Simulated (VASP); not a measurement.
Set up this calculation in VASP 6.6.1, as the native input.

```yaml
Task: single point
Functional: PBE
Potentials_or_basis: VASP PAW PBE potentials, release 64 (Ga_d, As, N)
Cutoff: 520 eV
k_mesh: 6 × 6 × 4
Occupations: gaussian, width 0.1 eV
Spin: no spin polarisation
Dipole_correction: no
Further_INCAR_settings: ALGO = Normal; EDIFF = 1e-06; NBANDS = 26
```

The structure of Ga2AsN lies in POSCAR:

```
Ga2AsN
1.0
    3.6934368000      0.0000000000      0.0000000000
    0.0000000000      3.6934368000      0.0000000000
    0.0000000000      0.0000000000      5.2233084100
Ga As N
2 1 1
Direct
    0.0000000000      0.0000000000      0.5000000000
    0.5000000000      0.5000000000      0.0000000000
    0.5000000000      0.5000000000      0.5000000000
    0.0000000000      0.0000000000      0.0000000000
```

These files were run (other wordings do the same):

INCAR

```
ALGO = Normal
EDIFF = 1E-6
ENCUT = 520
GGA = PE
ISIF = 2
ISMEAR = 0
LASPH = T
LCHARG = F
LREAL = F
LWAVE = F
NBANDS = 26
NELM = 80
PREC = Accurate
SIGMA = 0.1
```

KPOINTS

```
k-points
0
Gamma
  6 6 4
```

Potentials or basis: VASP PAW PBE potentials, release 64 (Ga_d, As, N).

Run with:

```console
$ cat potpaw_PBE.64/Ga_d/POTCAR potpaw_PBE.64/As/POTCAR potpaw_PBE.64/N/POTCAR > POTCAR
$ mpirun -np 1 vasp_std > vasp.out
```

It gave:

```yaml
Pressure: -10.2 GPa
Band_gap_on_the_k_mesh: zero (band 18 reaches 4.49 eV, above the bottom of band 19 at 2.22 eV)
```

Run time: 20 s on 1 thread of Intel(R) Xeon(R) 6975P-C (Granite Rapids) (shared host), peak memory 0.2 GiB.
